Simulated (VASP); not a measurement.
Set up this calculation in VASP 6.6.1, as the native input.

```yaml
Task: single point
Functional: LDA
Potentials_or_basis: VASP PAW LDA potentials, release 64 (Hg, Te)
Cutoff: 520 eV
k_mesh: 7 × 7 × 7
Occupations: fermi-dirac, width 0.05 eV
Spin: no spin polarisation
Dipole_correction: no
Further_INCAR_settings: ALGO = Normal; EDIFF = 1e-06; NBANDS = 16
```

The structure of HgTe lies in POSCAR:

```
HgTe
1.0
    0.0000000000      3.2775454177      3.2775454177
    3.2775454177      0.0000000000      3.2775454177
    3.2775454177      3.2775454177      0.0000000000
Hg Te
1 1
Direct
    0.0000000000      0.0000000000      0.0000000000
    0.7500000000      0.7500000000      0.7500000000
```

One way to write it, as run:

INCAR

```
SYSTEM = HgTe
  PREC = Accurate
  ENCUT = 520
  EDIFF = 1E-6
  ISMEAR = -1
  SIGMA = 0.05
  LREAL = .False.
  LASPH = .True.
  NELM = 60
  ALGO = Normal
  ISIF = 2
  LWAVE = .False.
  LCHARG = .False.
  GGA = CA
  NBANDS = 16
```

KPOINTS

```
regular mesh
0
Gamma
  7 7 7
  0 0 0
```

Potentials or basis: VASP PAW LDA potentials, release 64 (Hg, Te).

Launch:

```sh
$ cat potpaw_LDA.64/Hg/POTCAR potpaw_LDA.64/Te/POTCAR > POTCAR
$ mpirun -np 1 vasp_std > vasp.out
```

It gave:

```json
{"Pressure": "-2.1 GPa", "Band gap on the k mesh": "zero (filled and empty bands touch)"}
```

Caveat: semilocal functionals underestimate gaps, and a narrow one can read as zero; spin-orbit coupling is left out, which moves the levels of the heavy elements.

Wall time 33 s on 1 thread of Intel Xeon 8259CL (shared host), peak memory 0.18 GiB.
